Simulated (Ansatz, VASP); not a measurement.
Two plane-wave programs on Si2B3

File INCAR:

```
ALGO = Normal
EDIFF = 1E-7
EDIFFG = -0.08
ENCUT = 500
GGA = PE
GGA_COMPAT = False
IBRION = 2
ISIF = 3
ISMEAR = 0
LASPH = True
LCHARG = False
LREAL = False
LWAVE = False
NELM = 120
NELMIN = 4
NSW = 36
PREC = Accurate
SIGMA = 0.2
```

Contents of KPOINTS:

```
k-points
0
Gamma
  4 4 6
```

POSCAR

```
Si2B3
1.0
    4.7996581600      0.0000000000      0.0000000000
    0.0000000000      4.7996581600      0.0000000000
    0.0000000000      0.0000000000      2.8246426300
Si B
2 3
Direct
    0.0000000000      0.0000000000      0.5000000000
    0.5000000000      0.5000000000      0.0000000000
    0.0000000000      0.5000000000      0.5000000000
    0.5000000000      0.0000000000      0.5000000000
    0.0000000000      0.0000000000      0.0000000000
```

Input for Ansatz:

```yaml
crystal:
  lattice:
    - [4.79965816, 0.0, 0.0]
    - [0.0, 4.79965816, 0.0]
    - [0.0, 0.0, 2.82464263]
  atoms:
    - { symbol: Si, position: [0.0, 0.0, 0.5] }
    - { symbol: Si, position: [0.5, 0.5, 0.0] }
    - { symbol: B, position: [0.0, 0.5, 0.5] }
    - { symbol: B, position: [0.5, 0.0, 0.5] }
    - { symbol: B, position: [0.0, 0.0, 0.0] }
basis:
  ecutwfc: 420
kpoints:
  mp_grid: { grid: [4, 4, 6] }
hamiltonian:
  xc: pbe
scf:
  occupations: { method: gaussian, width: 0.2 }
  lower_state_search: "off"
output:
  forces: true
  stress: true
  eigenvalues: true
relax:
  adjacent_minimum: "off"
  f_tol: 0.08
  max_steps: 16
  cell: { stress_tol: 0.8 }
```

Alike in both runs: task relaxation of cell and atoms; functional PBE; k mesh 4 × 4 × 6; occupations gaussian, width 0.2 eV; no spin polarisation.

|  | VASP | Ansatz |
| --- | --- | --- |
| version | VASP 6.6.1 | Ansatz 0.2.0 |
| potentials or method | VASP PAW PBE potentials, release 64 (Si, B), cutoff 500 eV | scalar-relativistic, plane waves, PAW |
| valence electrons in the cell | 17 | 17 |

|  | VASP | Ansatz | Ansatz less VASP |
| --- | --- | --- | --- |
| gap on the k mesh at the Fermi level, each at its own relaxed structure (eV) | none | none | - |
| relaxed volume (Å³/atom) | 12.68 | 12.64 | -0.044 |
| relaxed cell length with the largest relative difference (Å) | 3.956 | 3.983 | +0.0263 |

A gap of «none» marks a metal or a gap that the smearing closes.

The k mesh is coarse, so the values compare programs but aren't converged.
